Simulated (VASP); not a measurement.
A run of VASP 6.6.1 is set up as follows.

Contents of INCAR:

```
SYSTEM = LiF
  PREC = Accurate
  ENCUT = 520
  EDIFF = 1E-7
  ISMEAR = 0
  SIGMA = 0.01
  LREAL = .False.
  LASPH = .True.
  NELM = 60
  ALGO = Normal
  ISIF = 2
  LWAVE = .False.
  LCHARG = .False.
  GGA = PE
  NBANDS = 12
```

KPOINTS

```
Automatic mesh
0
Gamma
  6 6 6
  0 0 0
```

File POSCAR:

```
LiF
1.0
    0.0000000000      2.0347691754      1.9697370635
    2.0347691754      0.0000000000      1.9697370635
    2.0347691754      2.0347691754      0.0000000000
Li F
1 1
Direct
    0.0000000000      0.0000000000      0.0000000000
    0.5000000000      0.5000000000      0.5000000000
```

Potentials or basis: VASP PAW PBE potentials, release 64 (Li_sv, F).

Launch:

```sh
$ cat potpaw_PBE.64/Li_sv/POTCAR potpaw_PBE.64/F/POTCAR > POTCAR
$ mpirun -np 1 vasp_std > vasp.out
```

Problem. What does it give for the band gap on the k mesh?

Solution. 9.07 eV, direct.

Caveat: the k points lie up to 0.45 Å⁻¹ apart; the cell differs from its parent crystal (epitaxial xy strain +2.0%).
